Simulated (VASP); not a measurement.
BaS, 2 atoms in the cell. Symmetry: Fm-3m, No. 225, cubic system. The conventional cell has a = 6.424 Å, b = 6.424 Å, c = 6.424 Å, α = 90.00°, β = 90.00°, γ = 90.00°. Ba (site symmetry m-3m) has 6 S at 3.21 Å within 4.2 Å. Within 4.2 Å of S (site symmetry m-3m) lie 6 Ba at 3.21 Å. 

```yaml
Program: VASP 6.6.1
Task: single point
Functional: PBE
Potentials_or_basis: VASP PAW PBE potentials, release 64 (Ba_sv, S)
Cutoff: 520 eV
k_mesh: 4 × 4 × 4
Occupations: gaussian, width 0.01 eV
Spin: no spin polarisation
Dipole_correction: no
Further_INCAR_settings: ALGO = Normal; EDIFF = 1e-06; NBANDS = 15
```

Potentials or basis: VASP PAW PBE potentials, release 64 (Ba_sv, S).

Command:

```console
$ cat potpaw_PBE.64/Ba_sv/POTCAR potpaw_PBE.64/S/POTCAR > POTCAR
$ mpirun -np 1 vasp_std > vasp.out
```

Hardware: 1 thread of Intel(R) Xeon(R) Platinum 8488C (Sapphire Rapids), on a shared host.

**Question.** Estimate the wall time of this run.

**Answer.** Wall time 6.3 s on 1 thread of Intel(R) Xeon(R) Platinum 8488C (Sapphire Rapids), with other jobs on the host, peak memory 0.19 GiB. Counts: scf iterations 13, k points 8.
